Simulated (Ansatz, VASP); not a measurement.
**FeO: VASP beside Ansatz**

INCAR

```
SYSTEM = FeO
PREC = Accurate
ENCUT = 600
EDIFF = 1E-6
ISMEAR = -1
SIGMA = 0.05
LREAL = .False.
LASPH = .True.
NELM = 200
ALGO = Normal
ISIF = 2
LWAVE = .False.
LCHARG = .False.
ISPIN = 2
MAGMOM = 3 0
LORBIT = 11
LMAXMIX = 4
GGA = PE
NBANDS = 22
GGA_COMPAT = .False.
```

Contents of KPOINTS:

```
regular mesh
0
Gamma
  11 11 11
  0 0 0
```

POSCAR

```
FeO
1.0
    1.4878158575      0.8589908858      2.4681429078
   -1.4878158575      0.8589908858      2.4681429078
    0.0000000000     -1.7179817717      2.4681429078
Fe O
1 1
Direct
    0.0000000000      0.0000000000      0.0000000000
    0.5000000000      0.5000000000      0.5000000000
```

The input input.yaml:

```yaml
crystal:
  lattice:
    - [1.4878158575, 0.8589908858, 2.4681429078]
    - [-1.4878158575, 0.8589908858, 2.4681429078]
    - [0.0, -1.7179817717, 2.4681429078]
  atoms:
    - { symbol: Fe, position: [0.0, 0.0, 0.0], spin: 3.0 }
    - { symbol: O, position: [0.5, 0.5, 0.5] }
hamiltonian:
  xc: pbe
  pseudopotentials: { kind: paw }
magnetization:
  spin_polarized: true
kpoints:
  mp_grid: { grid: [11, 11, 11] }
scf:
  occupations: { method: fermi_dirac, width: 0.05 }
output:
  forces: true
  stress: true
  eigenvalues: true
```

Alike in both runs: task single point; functional PBE; k mesh 11 × 11 × 11; occupations fermi-dirac, width 0.05 eV; collinear spin.

```csv
,VASP,Ansatz
version,VASP 6.6.1,Ansatz 0.2.0
potentials or method,"VASP PAW PBE potentials, release 64 (Fe_sv, O)",Ansatz PAW
plane-wave cutoff (eV),600,420
valence electrons in the cell,22,22
```

```csv
,VASP,Ansatz,Ansatz less VASP
gap on the k mesh at the Fermi level (eV),none,none,-
pressure (GPa),9.1,11.6,+2.50
"traceless stress, the component that is largest in VASP (GPa)",-0.54,-0.52,+0.022
net moment per atom (μB),2.00,2.00,0.000
size of the moment on the site where the two differ most (μB),3.47,3.42,-0.049
```

Site moments also hang on the region over which each program counts them. A gap of «none» marks a metal or a gap that the smearing closes. With one functional, cell and mesh, what is left measures potentials, basis and numerics.
